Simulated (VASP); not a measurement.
# Er (Im-3m) in VASP: single point with PBE

Aim: the single point of Er with PBE.

All numbers are computed with VASP 6.6.1; they aren't measurements. Logs are shortened: lines on timing, memory, paths and dates and some standing lists are left out, and cuts for length are marked.

## (1) The cell of the first run

The structure is cubic, space group Im-3m (No. 229). The conventional cell has a = 3.944 Å, b = 3.944 Å, c = 3.944 Å, α = 90.00°, β = 90.00°, γ = 90.00°. Within 4.5 Å of Er (site symmetry m-3m) lie 14 Er at 3.42 to 3.94 Å.

This isn't the form of Er at room conditions, which is hcp.

## (2) Single point, PBE, collinear spin, ferromagnetic start

File INCAR:

```
SYSTEM = Er
ALGO = Normal
EDIFF = 1E-6
ENCUT = 520
GGA = PE
ISIF = 2
ISMEAR = 0
ISPIN = 2
LASPH = .TRUE.
LCHARG = .FALSE.
LMAXMIX = 6
LORBIT = 11
LREAL = .FALSE.
LWAVE = .FALSE.
MAGMOM = 3
NBANDS = 21
NELM = 150
PREC = Accurate
SIGMA = 0.05
```

File KPOINTS:

```
k-points
0
G
  16 16 16
  0 0 0
```

File POSCAR:

```
Er
1.0
   -1.9719543936      1.9719543936      1.9719543936
    1.9719543936     -1.9719543936      1.9719543936
    1.9719543936      1.9719543936     -1.9719543936
Er
1
Direct
    0.0000000000      0.0000000000      0.0000000000
```

Potentials or basis: VASP PAW PBE potentials, release 64 (Er).

On the command line:

```
cat potpaw_PBE.64/Er/POTCAR > POTCAR
mpirun -np 1 vasp_std > vasp.out
```

OUTCAR:

```text
SYSTEM = Er
   EDIFF = 1E-6
   ENCUT = 520
   GGA = PE
   ISIF = 2
   ISMEAR = 0
   ISPIN = 2
   LASPH = .TRUE.
   LORBIT = 11
   LREAL = .FALSE.
   NELM = 150
   PREC = Accurate

 ion  position               nearest neighbor table
   1  0.000  0.000  0.000-

  LATTYP: Found a body centered cubic cell.
 ALAT       =     3.9439087872

  Lattice vectors:

 A1 = (  -1.9719543936,   1.9719543936,   1.9719543936)
 A2 = (   1.9719543936,  -1.9719543936,   1.9719543936)
 A3 = (   1.9719543936,   1.9719543936,  -1.9719543936)

Analysis of symmetry for initial positions (statically):
=====================================================================
 Subroutine PRICEL returns:
 Original cell was already a primitive cell.

 Routine SETGRP: Setting up the symmetry group for a
 body centered cubic supercell.

 Subroutine GETGRP returns: Found 48 space group operations
 (whereof 48 operations were pure point group operations)
 out of a pool of 48 trial point group operations.

The static configuration has the point symmetry O_h .

Analysis of symmetry for dynamics (positions and initial velocities):
=====================================================================
 Subroutine PRICEL returns:
 Original cell was already a primitive cell.

 Routine SETGRP: Setting up the symmetry group for a
 body centered cubic supercell.

 Subroutine GETGRP returns: Found 48 space group operations
 (whereof 48 operations were pure point group operations)
 out of a pool of 48 trial point group operations.

The dynamic configuration has the point symmetry O_h .

Analysis of structural, dynamic, and magnetic symmetry:
=====================================================================
 Subroutine PRICEL returns:
 Original cell was already a primitive cell.

 Routine SETGRP: Setting up the symmetry group for a
 body centered cubic supercell.

 Subroutine GETGRP returns: Found 48 space group operations
 (whereof 48 operations were pure point group operations)
 out of a pool of 48 trial point group operations.

The overall configuration has the point symmetry O_h .

 Subroutine INISYM returns: Found 48 space group operations
 (whereof 48 operations are pure point group operations),
 and found     1 'primitive' translations

----------------------------------------------------------------------------------------

                                     Primitive cell

  volume of cell :      30.6726

  direct lattice vectors                    reciprocal lattice vectors
    -1.971954394  1.971954394  1.971954394     0.000000000  0.253555560  0.253555560
     1.971954394 -1.971954394  1.971954394     0.253555560  0.000000000  0.253555560
     1.971954394  1.971954394 -1.971954394     0.253555560  0.253555560  0.000000000

  length of vectors
     3.415525200  3.415525200  3.415525200     0.358581711  0.358581711  0.358581711

  position of ions in fractional coordinates (direct lattice)
     0.000000000  0.000000000  0.000000000

  ion indices of the primitive-cell ions
   primitive index   ion index
                 1           1

----------------------------------------------------------------------------------------

 KPOINTS: k-points

Automatic generation of k-mesh.
 Grid dimensions read from file:
 generate k-points for:   16   16   16

 Generating k-lattice:

  Cartesian coordinates                     Fractional coordinates (reciprocal lattice)
     0.000000000  0.015847222  0.015847222     0.062500000  0.000000000  0.000000000
     0.015847222  0.000000000  0.015847222     0.000000000  0.062500000  0.000000000
     0.015847222  0.015847222  0.000000000     0.000000000  0.000000000  0.062500000

  Length of vectors
     0.022411357  0.022411357  0.022411357

  Shift w.r.t. Gamma in fractional coordinates (k-lattice)
     0.000000000  0.000000000  0.000000000

 Subroutine IBZKPT returns following result:
 ===========================================

 Found    145 irreducible k-points:

 Following reciprocal coordinates:
            Coordinates               Weight
  0.000000  0.000000  0.000000      1.000000
  0.062500  0.000000  0.000000     12.000000
  0.125000  0.000000  0.000000     12.000000
  0.187500  0.000000  0.000000     12.000000
  0.250000  0.000000  0.000000     12.000000
  0.312500  0.000000  0.000000     12.000000
[... 16 lines left out ...]
  0.187500  0.187500  0.000000     24.000000
  0.250000  0.187500  0.000000     48.000000
 [... further k-points ...]
   k-points           NKPTS =    145   k-points in BZ     NKDIM =    145   number of bands    NBANDS=     21
   number of dos      NEDOS =    301   number of ions     NIONS =      1
   total plane-waves  NPLWV =  21952
   dimension x,y,z NGX =    28 NGY =   28 NGZ =   28
   dimension x,y,z NGXF=    56 NGYF=   56 NGZF=   56
   ions per type =               1
   NGX,Y,Z   is equivalent  to a cutoff of  13.63, 13.63, 13.63 a.u.
   NGXF,Y,Z  is equivalent  to a cutoff of  27.26, 27.26, 27.26 a.u.
 SYSTEM =  Er
   PREC   = accura    normal or accurate (medium, high low for compatibility)
   ISTART =      0    job   : 0-new  1-cont  2-samecut
   ICHARG =      2    charge: 1-file 2-atom 10-const
   ISPIN  =      2    spin polarized calculation?
   LNONCOLLINEAR =      F non collinear calculations
   LSORBIT =      F    spin-orbit coupling
   LASPH  =      T    aspherical Exc in radial PAW
   ENCUT  =  520.0 eV  38.22 Ry    6.18 a.u.   6.35  6.35  6.35*2*pi/ulx,y,z
   NELM   =    150;   NELMIN=  2; NELMDL= -5     # of ELM steps
   EDIFF  = 0.1E-05   stopping-criterion for ELM
   LREAL  =      F    real-space projection
   EDIFFG = 0.1E-04   stopping-criterion for IOM
   NSW    =      0    number of steps for IOM
   IBRION =     -1    ionic relax: 0-MD 1-quasi-New 2-CG
   NFREE  =      0    steps in history (QN), initial steepest desc. (CG)
   ISIF   =      2    stress and relaxation
   ISYM   =      2    0-nonsym 1-usesym 2-fastsym
   POTIM  = 0.5000    time-step for ionic-motion
   TEBEG  =    0.0;   TEEND  =   0.0 temperature during run
   PSTRESS=    0.0 pullay stress
   NELECT =      22.0000    total number of electrons
   NUPDOWN=      -1.0000    fix difference up-down
   EMIN   =  10.00;   EMAX   =-10.00  energy-range for DOS
   EFERMI =   0.00;   METHOD = LEGACY
   ISMEAR =     0;   SIGMA  =   0.05  broadening in eV -4-tet -1-fermi 0-gaus
   EFERMI_NEDOS =   21; number of points for ismear=-14 and -15
   IALGO  =     38    algorithm
   IMIX   =      4    mixing-type and parameters
     AMIX     =   0.40;   BMIX     =  1.00
     AMIX_MAG =   1.60;   BMIX_MAG =  1.00
  volume/ion in A,a.u.               =      30.67       206.99
  Fermi-wavevector in a.u.,A,eV,Ry     =   1.465432  2.769264 29.218369  2.147490
  Thomas-Fermi vector in A             =   2.581289
   LORBIT       =     11    0 simple, 1 ext, 2 COOP (PROOUT), +10 PAW based schemes
   GGA     = PE    functional components
   LHFCALC =     F    Hartree Fock is set to
   AEXX    =    0.0000 exact exchange contribution
   IVDW    =     0    specifies the selected vdW correction
   LEPSILON=     F    determine dielectric tensor
   LRPA    =     F    only Hartree local field effects (RPA)
 spin polarized calculation
 Gauss-broadening in eV      SIGMA  =   0.05
  energy-cutoff  :      520.00
  volume of cell :       30.67
 maximum number of plane-waves:       856
 NGX is ok and might be reduce to    28
   NGX = 13   NGY = 13   NGZ = 13

 number of electron      22.0000009 magnetization       2.2499683

 Free energy of the ion-electron system (eV)
  ---------------------------------------------------
  ext. energy  EPLUGINS =         0.00000000
  ---------------------------------------------------
  free energy    TOTEN  =        -5.11828842 eV

  energy without entropy =       -5.11043392  energy(sigma->0) =       -5.11436117

 E-fermi :   2.6239     XC(G=0): -10.1934

 val. band max:        2.6236463381   @ k =   0.0625   0.0625   0.0000
 cond. band min:       2.6248277492   @ k =   0.1250   0.0000   0.0000
 fundamental gap:      0.0011814111
 Fermi energy:         2.6239203790

 spin component 1

 k-point     1 :       0.0000    0.0000    0.0000
  band No.  band energies     occupation
      1     -46.9451      1.00000
      2     -20.7112      1.00000
      3     -20.7112      1.00000
      4     -20.7112      1.00000
      5      -2.6869      1.00000
      6      -0.2593      1.00000
[... 13 lines left out ...]
     20      14.0601      0.00000
     21      21.7826      0.00000

 k-point     2 :       0.0625    0.0000    0.0000
  band No.  band energies     occupation
      1     -46.9433      1.00000
      2     -20.7376      1.00000
      3     -20.7194      1.00000
      4     -20.7114      1.00000
      5      -2.5706      1.00000
      6      -0.2578      1.00000
[... 520 lines left out ...]
 k-point    24 :       0.2500    0.1875    0.0000
  band No.  band energies     occupation
      1     -46.9009      1.00000
      2     -21.2181      1.00000
      3     -20.9195      1.00000
      4     -20.7663      1.00000
      5      -0.2156      1.00000
      6      -0.1792      1.00000
[... 13 lines left out ...]
     20      15.2965      0.00000
     21      17.6153      0.00000

 [... further k-points ...]

 spin component 2

 k-point     1 :       0.0000    0.0000    0.0000
  band No.  band energies     occupation
      1     -45.8895      1.00000
      2     -19.9719      1.00000
      3     -19.9719      1.00000
      4     -19.9719      1.00000
      5      -2.8006      1.00000
      6       1.6368      1.00000
[... 13 lines left out ...]
     20      14.0182      0.00000
     21      21.7105      0.00000

 k-point     2 :       0.0625    0.0000    0.0000
  band No.  band energies     occupation
      1     -45.8875      1.00000
      2     -20.0011      1.00000
      3     -19.9807      1.00000
      4     -19.9722      1.00000
      5      -2.6821      1.00000
      6       1.6286      1.00000
[... 520 lines left out ...]
 k-point    24 :       0.2500    0.1875    0.0000
  band No.  band energies     occupation
      1     -45.8406      1.00000
      2     -20.5269      1.00000
      3     -20.1991      1.00000
      4     -20.0328      1.00000
      5       0.4635      1.00000
      6       1.5144      1.00000
[... 13 lines left out ...]
     20      15.3883      0.00000
     21      17.6113      0.00000

 [... further k-points ...]

------------------------ aborting loop because EDIFF is reached ----------------------------------------

  FORCE on cell =-STRESS in cart. coord.  units (eV):
  Direction    XX          YY          ZZ          XY          YZ          ZX
  --------------------------------------------------------------------------------------
  -------------------------------------------------------------------------------------
  Total        0.5257216      0.5257216      0.5257216     -0.0000000     -0.0000000      0.0000000
  in kB       27.4609675     27.4609675     27.4609675     -0.0000000     -0.0000000      0.0000000
  external PRESSURE =      27.4609675 kB  Pullay stress =       0.0000000 kB

 VOLUME and BASIS-vectors are now :
 -----------------------------------------------------------------------------
  energy-cutoff  :      520.00
  volume of cell :       30.67
      direct lattice vectors                 reciprocal lattice vectors
    -1.971954394  1.971954394  1.971954394     0.000000000  0.253555560  0.253555560
     1.971954394 -1.971954394  1.971954394     0.253555560  0.000000000  0.253555560
     1.971954394  1.971954394 -1.971954394     0.253555560  0.253555560  0.000000000

 POSITION                                       TOTAL-FORCE (eV/Angst)
 -----------------------------------------------------------------------------------
      0.00000      0.00000      0.00000         0.000000      0.000000      0.000000
 -----------------------------------------------------------------------------------
    total drift:                                0.000000     -0.000000     -0.000000

  FREE ENERGIE OF THE ION-ELECTRON SYSTEM (eV)
  ---------------------------------------------------
  free  energy   TOTEN  =        -5.1182884243 eV

  energy  without entropy=       -5.1104339237  energy(sigma->0) =       -5.11436117

 total charge

# of ion       s       p       d       f       tot
--------------------------------------------------
    1        2.140   5.756   0.394  11.359  19.650

 magnetization (x)

# of ion       s       p       d       f       tot
--------------------------------------------------
    1        0.003  -0.033  -0.030   2.434   2.374
```

Wall time 5 min (1 thread of Intel Xeon Platinum 8559C (Emerald Rapids), shared host); peak memory 0.3 GiB.

What came out:

- Free energy: -5.1183 eV
- Pressure: 2.7 GPa
- Net moment: 2.25 μB per cell
- Site moments: Er +2.37 μB
- Valence electrons inside the program's atomic spheres: Er 19.65

Levels at points of the mesh, in eV from the Fermi level:
Spin up:
```csv
k point,band 9,band 10,band 11,band 12,band 13,band 14,band 15,band 16
"(0.00, 0.00, 0.00)",-1.99,-1.92,-1.92,-1.92,2.47,2.47,2.47,4.77
"(0.50, 0.00, 0.00)",-2.02,-2.01,-1.97,-1.92,0.68,1.20,4.61,5.59
"(0.50, 0.50, 0.50)",-2.01,-2.01,-2.01,-1.22,-1.22,6.34,6.34,6.34
```
Spin down:
```
           k point  band 7  band 8  band 9  band 10  band 11  band 12  band 13  band 14
(0.00, 0.00, 0.00)   -0.63   -0.63   -0.63    -0.01    -0.01    -0.01     2.63     2.63
(0.50, 0.00, 0.00)   -0.75   -0.72   -0.65     0.08     0.08     0.18     0.76     1.24
(0.50, 0.50, 0.50)   -1.22   -0.76   -0.76    -0.76     0.24     0.24     0.24     6.35
```

Caveat: the magnetic or orbital state may not be the lowest; spin-orbit coupling is left out, which moves the levels of the heavy elements; semilocal functionals describe open f shells poorly, which spoils levels, moments and volumes. The state reached can hang on the start; a lower one may exist.
